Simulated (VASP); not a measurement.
The system is NdScSb2.

```
CELL_PARAMETERS angstrom
4.65963 0.00000 0.00000
0.00000 4.65963 0.00000
0.00000 0.00000 5.55196
ATOMIC_POSITIONS crystal
Nd 0.50000 0.50000 0.00000
Sc 0.50000 0.50000 0.50000
Sb 0.00000 0.00000 0.73500
Sb 0.00000 0.00000 0.26500
```

The cell was generated, and may not be a known phase.

| Quantity | Value |
| --- | --- |
| Program | VASP 6.6.1 |
| Task | relaxation of cell and atoms |
| Functional | PBE |
| Potentials or basis | VASP PAW PBE potentials, release 64 (Nd_3, Sc_sv, Sb), 4f in core |
| Cutoff | 500 eV |
| k mesh | 4 × 4 × 4 |
| Occupations | gaussian, width 0.1 eV |
| Spin | no spin polarisation |

At the start: pressure 1.3 GPa; volume 30.14 Å³/atom.

Task: Where does the relaxation end?

Result: Over 10 steps the energy falls by 728.4 meV/atom and the volume is 26.31 Å³/atom (-12.7 %); space group P4/mmm (No. 123, to 0.1 Å) before and after.

The path:
```csv
step,energy change (eV),largest force (eV/Å),pressure (GPa),volume (Å³)
1,0.0000,1.4279,1.29,120.54
2,-2.5161,0.3509,-6.59,120.99
3,-2.5130,0.2884,-6.53,121.22
4,-2.8042,0.7178,2.76,101.62
5,-2.8590,0.5803,-0.55,106.55
6,-2.8974,0.3547,0.10,105.46
7,-2.9009,0.2463,0.41,105.02
8,-2.9099,0.1034,-0.14,105.78
9,-2.9113,0.0203,-0.45,106.24
10,-2.9138,0.0105,0.11,105.23
```

Final structure:
```
CELL_PARAMETERS angstrom
4.01508 0.00000 0.00000
0.00000 4.01508 0.00000
0.00000 0.00000 6.52770
ATOMIC_POSITIONS crystal
Nd 0.50000 0.50000 0.00000
Sc 0.50000 0.50000 0.50000
Sb 0.00000 0.00000 0.73505
Sb 0.00000 0.00000 0.26495
```

Caveat: a cell axis changed by over 15 % at a fixed basis, so the end point is rough.
